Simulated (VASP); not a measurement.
Write the native input for VASP 6.6.1 that does the following.

```
Task                   : relaxation of cell and atoms
Functional             : PBE
Potentials or basis    : VASP PAW PBE potentials, release 64 (Re)
Cutoff                 : 600 eV
k mesh                 : 12 × 12 × 16
Occupations            : gaussian, width 0.1 eV
Spin                   : no spin polarisation
Dipole correction      : no
Further INCAR settings : ALGO = Fast; EDIFF = 1e-06; IBRION = 2; EDIFFG = -0.01; NSW = 100; ISIF = 3
```

The structure of Re lies in POSCAR:

```
Re
1.0
    4.3944848446      0.0000000000      0.0000000000
   -2.1972424223      3.8057355120      0.0000000000
    0.0000000000      0.0000000000      2.7201882774
Re
3
Direct
    0.6666666667      0.3333333333      0.0000000000
    0.3333333333      0.6666666667      0.0000000000
    0.0000000000      0.0000000000      0.5000000000
```

The cell was built from a structure type or drawn by symmetry, and may not be a known phase.

These files were run (other wordings do the same):

INCAR

```
ALGO     = Fast           # electronic algorithm
EDIFF    = 1E-6           # SCF threshold, eV
EDIFFG   = -0.01          # ionic threshold
ENCUT    = 600            # plane-wave cutoff, eV
GGA      = PE             # functional
IBRION   = 2              # ionic algorithm
ISIF     = 3              # what is computed and relaxed
ISMEAR   = 0              # smearing method
LASPH    = T              # aspherical terms in the spheres
LCHARG   = F              # write CHGCAR
LREAL    = F              # projectors in reciprocal space
LWAVE    = F              # write WAVECAR
NELM     = 100            # most SCF steps
NSW      = 100            # ionic steps
PREC     = Accurate       # precision mode
SIGMA    = 0.1            # smearing width, eV
```

KPOINTS

```
k-points
0
Gamma
  12 12 16
```

Potentials or basis: VASP PAW PBE potentials, release 64 (Re).

The run is started by

```bash
$ cat potpaw_PBE.64/Re/POTCAR > POTCAR
$ mpirun -np 1 vasp_std > vasp.out
```

It gave:

The relaxed volume is 15.17 Å³/atom, the relaxed cell is a = 4.374 Å, b = 4.374 Å, c = 2.746 Å, α = 90.00°, β = 90.00°, γ = 120.00° and the space group after relaxing (to 0.1 Å) is P6/mmm (No. 191). The energy gained by relaxing is 2.8 meV/atom. The ionic steps are 5, the pressure after relaxing is 0.0 GPa and the band gap on the k mesh is zero (an odd number of electrons rules out a gap without spin polarisation).

Caveat: spin-orbit coupling is left out, which moves the levels of the heavy elements.

Run time: 5.9 min on 1 thread of Intel(R) Xeon(R) Platinum 8488C (Sapphire Rapids), with other jobs on the host, peak memory 0.27 GiB.
